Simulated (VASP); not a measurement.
# SiC (F-43m) in VASP: further runs, part 2 of 2

VASP 6.6.1.

## Step 3: G0W0 quasiparticle levels, PBE

Input file POSCAR:

```
SiC
1.0
    0.0000000000      2.1790000000      2.1790000000
    2.1790000000      0.0000000000      2.1790000000
    2.1790000000      2.1790000000      0.0000000000
Si C
1 1
Direct
    0.0000000000      0.0000000000      0.0000000000
    0.2500000000      0.2500000000      0.2500000000
```

Input file INCAR.step1:

```
SYSTEM = SiC
  PREC = Accurate
  ENCUT = 500
  EDIFF = 1E-8
  ISMEAR = 0
  SIGMA = 0.01
  LREAL = .False.
  LASPH = .True.
  NELM = 60
  ALGO = Normal
  LWAVE = .True.
  LCHARG = .False.
  GGA = PE
```

Input file INCAR.step2:

```
SYSTEM = SiC
  PREC = Accurate
  ENCUT = 500
  EDIFF = 1E-8
  ISMEAR = 0
  SIGMA = 0.01
  LREAL = .False.
  LASPH = .True.
  NELM = 1
  ALGO = Exact
  LWAVE = .True.
  LCHARG = .False.
  GGA = PE
  NBANDS = 208
  LOPTICS = .True.
  ISTART = 1
```

Input file INCAR.step3:

```
SYSTEM = SiC
  PREC = Accurate
  ENCUT = 500
  EDIFF = 1E-8
  ISMEAR = 0
  SIGMA = 0.01
  LREAL = .False.
  LASPH = .True.
  ALGO = EVGW0
  LWAVE = .False.
  LCHARG = .False.
  GGA = PE
  NELMGW = 1
  NBANDS = 208
  ENCUTGW = 180.0
  NOMEGA = 96
  PRECFOCK = Fast
  ISTART = 1
  NBANDSGW = 12
  OMEGAMAX = 20
```

Input file KPOINTS:

```
Automatic mesh
0
Gamma
  6 6 6
  0 0 0
```

Potentials or basis: VASP PAW PBE potentials, release 64 (Si_GW, C_GW).

On the command line:

```console
> cat potpaw_PBE.64/Si_GW/POTCAR potpaw_PBE.64/C_GW/POTCAR > POTCAR
> cp INCAR.step1 INCAR
> mpirun -np 1 vasp_std > vasp.out
> cp INCAR.step2 INCAR
> mpirun -np 1 vasp_std > vasp.out
> cp INCAR.step3 INCAR
> mpirun -np 1 vasp_std > vasp.out
```

OUTCAR:

```text
SYSTEM = SiC
   PREC = Accurate
   ENCUT = 500
   EDIFF = 1E-8
   ISMEAR = 0
   LREAL = .False.
   LASPH = .True.
   GGA = PE
   NELMGW = 1
   ENCUTGW = 180.0
   PRECFOCK = Fast
   ISTART = 1

 ion  position               nearest neighbor table
   1  0.000  0.000  0.000-   2 1.89   2 1.89   2 1.89   2 1.89
   2  0.250  0.250  0.250-   1 1.89   1 1.89   1 1.89   1 1.89

  LATTYP: Found a face centered cubic cell.
 ALAT       =     4.3580000000

  Lattice vectors:

 A1 = (   0.0000000000,   2.1790000000,   2.1790000000)
 A2 = (   2.1790000000,   0.0000000000,   2.1790000000)
 A3 = (   2.1790000000,   2.1790000000,   0.0000000000)

Analysis of symmetry for initial positions (statically):
=====================================================================
 Subroutine PRICEL returns:
 Original cell was already a primitive cell.

 Routine SETGRP: Setting up the symmetry group for a
 face centered cubic supercell.

 Subroutine GETGRP returns: Found 24 space group operations
 (whereof 24 operations were pure point group operations)
 out of a pool of 48 trial point group operations.

The static configuration has the point symmetry T_d .

Analysis of symmetry for dynamics (positions and initial velocities):
=====================================================================
 Subroutine PRICEL returns:
 Original cell was already a primitive cell.

 Routine SETGRP: Setting up the symmetry group for a
 face centered cubic supercell.

 Subroutine GETGRP returns: Found 24 space group operations
 (whereof 24 operations were pure point group operations)
 out of a pool of 48 trial point group operations.

The dynamic configuration has the point symmetry T_d .

 Subroutine INISYM returns: Found 24 space group operations
 (whereof 24 operations are pure point group operations),
 and found     1 'primitive' translations

----------------------------------------------------------------------------------------

                                     Primitive cell

  volume of cell :      20.6920

  direct lattice vectors                    reciprocal lattice vectors
     0.000000000  2.179000000  2.179000000    -0.229463056  0.229463056  0.229463056
     2.179000000  0.000000000  2.179000000     0.229463056 -0.229463056  0.229463056
     2.179000000  2.179000000  0.000000000     0.229463056  0.229463056 -0.229463056

  length of vectors
     3.081571352  3.081571352  3.081571352     0.397441672  0.397441672  0.397441672

  position of ions in fractional coordinates (direct lattice)
     0.000000000  0.000000000  0.000000000
     0.250000000  0.250000000  0.250000000

  ion indices of the primitive-cell ions
   primitive index   ion index
                 1           1
                 2           2

----------------------------------------------------------------------------------------

 KPOINTS: Automatic mesh

Automatic generation of k-mesh.
 Grid dimensions read from file:
 generate k-points for:    6    6    6

 Generating k-lattice:

  Cartesian coordinates                     Fractional coordinates (reciprocal lattice)
    -0.038243843  0.038243843  0.038243843     0.166666667  0.000000000  0.000000000
     0.038243843 -0.038243843  0.038243843     0.000000000  0.166666667  0.000000000
     0.038243843  0.038243843 -0.038243843     0.000000000  0.000000000  0.166666667

  Length of vectors
     0.066240279  0.066240279  0.066240279

  Shift w.r.t. Gamma in fractional coordinates (k-lattice)
     0.000000000  0.000000000  0.000000000

 Subroutine IBZKPT returns following result:
 ===========================================

 Found     16 irreducible k-points:

 Following reciprocal coordinates:
            Coordinates               Weight
  0.000000  0.000000  0.000000      1.000000
  0.166667  0.000000  0.000000      8.000000
  0.333333  0.000000  0.000000      8.000000
  0.500000  0.000000  0.000000      4.000000
  0.166667  0.166667  0.000000      6.000000
  0.333333  0.166667  0.000000     24.000000
[... 8 lines left out ...]
 -0.333333  0.333333  0.166667     24.000000
 -0.333333  0.500000  0.166667     12.000000
   k-points           NKPTS =     16   k-points in BZ     NKDIM =    216   number of bands    NBANDS=    208
   number of dos      NEDOS =    301   number of ions     NIONS =      2
   total plane-waves  NPLWV =  13824
   dimension x,y,z NGX =    24 NGY =   24 NGZ =   24
   dimension x,y,z NGXF=    48 NGYF=   48 NGZF=   48
   ions per type =               1   1
   NGX,Y,Z   is equivalent  to a cutoff of  12.95, 12.95, 12.95 a.u.
   NGXF,Y,Z  is equivalent  to a cutoff of  25.90, 25.90, 25.90 a.u.
 SYSTEM =  SiC
   PREC   = accura    normal or accurate (medium, high low for compatibility)
   ISTART =      1    job   : 0-new  1-cont  2-samecut
   ICHARG =      0    charge: 1-file 2-atom 10-const
   ISPIN  =      1    spin polarized calculation?
   LNONCOLLINEAR =      F non collinear calculations
   LSORBIT =      F    spin-orbit coupling
   LASPH  =      T    aspherical Exc in radial PAW
   ENCUT  =  500.0 eV  36.75 Ry    6.06 a.u.   5.62  5.62  5.62*2*pi/ulx,y,z
   NELM   =     60;   NELMIN=  2; NELMDL=  0     # of ELM steps
   EDIFF  = 0.1E-07   stopping-criterion for ELM
   LREAL  =      F    real-space projection
   EDIFFG = 0.1E-06   stopping-criterion for IOM
   NSW    =      0    number of steps for IOM
   IBRION =     -1    ionic relax: 0-MD 1-quasi-New 2-CG
   NFREE  =      0    steps in history (QN), initial steepest desc. (CG)
   ISIF   =      0    stress and relaxation
   ISYM   =      3    0-nonsym 1-usesym 2-fastsym
   POTIM  = 0.5000    time-step for ionic-motion
   TEBEG  =    0.0;   TEEND  =   0.0 temperature during run
   PSTRESS=    0.0 pullay stress
   NELECT =       8.0000    total number of electrons
   NUPDOWN=      -1.0000    fix difference up-down
   EMIN   =  10.00;   EMAX   =-10.00  energy-range for DOS
   EFERMI =   0.00;   METHOD = LEGACY
   ISMEAR =     0;   SIGMA  =   0.01  broadening in eV -4-tet -1-fermi 0-gaus
   EFERMI_NEDOS =   21; number of points for ismear=-14 and -15
   IALGO  =     38    algorithm
   IMIX   =      4    mixing-type and parameters
     AMIX     =   0.40;   BMIX     =  1.00
     AMIX_MAG =   1.60;   BMIX_MAG =  1.00
  volume/ion in A,a.u.               =      10.35        69.82
  Fermi-wavevector in a.u.,A,eV,Ry     =   1.192626  2.253736 19.352338  1.422357
  Thomas-Fermi vector in A             =   2.328660
   LORBIT       =      0    0 simple, 1 ext, 2 COOP (PROOUT), +10 PAW based schemes
   GGA     = PE    functional components
   LHFCALC =     T    Hartree Fock is set to
   PRECFOCK=fast      Normal, Fast or Accurate (Low or Medium for compatibility)
   ENCUT4O =  -1.0   cutoff for four orbital integrals eV
   NKREDX  =     1    reduce k-point grid by
   NKREDY  =     1    reduce k-point grid by
   NKREDZ  =     1    reduce k-point grid by
   AEXX    =    1.0000 exact exchange contribution
   HFSCREEN=    0.0000 screening length (either q_TF or 0.3 A-1)
   HFSCREENC=   0.0000 screening length for correlation (either q_TF or 0.3 A-1)
   ENCUTFOCK=  -1.0 apply spherical cutoff to Coloumb kernel
   IVDW    =     0    specifies the selected vdW correction
   LEPSILON=     F    determine dielectric tensor
   LRPA    =     F    only Hartree local field effects (RPA)
   LRPAFORCE           =     F    calculate RPA forces
   ENCUTGW             = 180.0    cutoff for response function in eV
   ENCUTGWSOFT         = 144.0    soft cutoff for Coulomb kernel in GW response function in eV
   ENCUTLF             =  -1.0    cutoff for local field effects
   NELMGW              =     1    number of iterations in solving QP/BSE equation
   NELMHF              =     1    number of iterations in the inner HF iteration
   NKREDLFX            =     1    NKREDLFY  =   1   NKREDLFZ  =   1
 non-spin polarized calculation
 Gauss-broadening in eV      SIGMA  =   0.01
  energy-cutoff  :      500.00
  volume of cell :       20.69
 maximum number of plane-waves:       544
 NGX is ok and might be reduce to    24
  NGX = 14; NGY = 14; NGZ = 14
   NGX = 11   NGY = 11   NGZ = 11
 maximum number of plane-waves:       117

 QP shifts <psi_nk| G(iteration)W_0 |psi_nk>: iteration 1
 for sc-GW calculations column KS-energies equals QP-energies in previous step
 and V_xc(KS)=  KS-energies - (<T + V_ion + V_H > + <T+V_H+V_ion>^1  + <V_x>^1)

 k-point   1 :       0.0000    0.0000    0.0000
  band No.  KS-energies  QP-energies   sigma(KS)   V_xc(KS)     V^pw_x(r,r')   Z            occupation Imag(sigma)

      1      -7.6346      -8.7254     -14.2597     -12.7375     -21.6934       0.7166       2.0000       1.3089
      2       7.7756       7.0494     -15.7266     -14.8047     -17.4257       0.7877       2.0000       0.0357
      3       7.7756       7.0494     -15.7266     -14.8047     -17.4257       0.7877       2.0000       0.0357
      4       7.7756       7.0494     -15.7266     -14.8047     -17.4257       0.7877       2.0000       0.0357
      5      14.0031      14.3834     -12.6909     -13.1793      -7.3923       0.7786       0.0000      -0.0634
      6      15.0729      15.5481     -10.9452     -11.5447      -5.7574       0.7926       0.0000      -0.0619
      7      15.0729      15.5481     -10.9452     -11.5447      -5.7574       0.7926       0.0000      -0.0619
      8      15.0729      15.5481     -10.9452     -11.5447      -5.7574       0.7926       0.0000      -0.0619
      9      22.2642      22.7872     -10.7601     -11.4273      -4.5090       0.7839       0.0000      -0.2328
     10      22.2642      22.7872     -10.7601     -11.4273      -4.5090       0.7839       0.0000      -0.2328
     11      24.2332      24.3809      -9.5999      -9.7915      -2.9121       0.7709       0.0000      -0.3735
     12      25.0359      25.1906     -10.0666     -10.2687      -2.9591       0.7661       0.0000      -0.6702
[... 228 lines left out ...]
      1      -2.4472      -3.4277     -15.8079     -14.4514     -21.9164       0.7228       2.0000       0.5897
      2       0.4814      -0.4863     -13.9809     -12.6633     -18.0519       0.7345       2.0000       0.2216
      3       3.2649       2.3075     -14.1300     -12.8638     -17.0642       0.7561       2.0000       0.0763
      4       3.3887       2.4609     -13.7111     -12.4932     -16.3936       0.7618       2.0000       0.0677
      5      11.7645      12.0456     -11.3637     -11.7151      -6.8985       0.8001       0.0000      -0.0462
      6      14.8606      15.3066     -11.1473     -11.7058      -6.0831       0.7984       0.0000      -0.0578
      7      18.5978      19.0539     -11.3969     -11.9962      -4.9191       0.7612       0.0000      -0.1821
      8      19.9796      20.5675     -12.1854     -12.9566      -5.7158       0.7624       0.0000      -0.1871
      9      21.9417      22.4778     -12.1959     -12.9269      -4.6019       0.7334       0.0000      -0.3732
     10      25.4662      25.8739     -11.2897     -11.8277      -3.7829       0.7579       0.0000      -0.5685
     11      28.9010      29.5788     -12.3303     -13.2296      -4.4952       0.7536       0.0000      -0.7722
     12      31.8560      32.2346     -12.0315     -12.5295      -4.0098       0.7603       0.0000      -1.1505
```

Wall time 4.5 min (1 thread of Intel Xeon 6975P-C (Granite Rapids), shared host); peak memory 0.69 GiB.

What came out:

| Item | Value |
| --- | --- |
| Quasiparticle gap | 2.22 eV |
| Least direct quasiparticle gap | 5.61 eV |
| Band gap of the starting levels on the mesh | 1.35 eV |
| Least direct gap of the starting levels on the mesh | 4.54 eV |

Caveat: the k points lie up to 0.42 Å⁻¹ apart; bands, screening cutoff and mesh are small and nothing is extrapolated, so the quasiparticle values aren't converged.
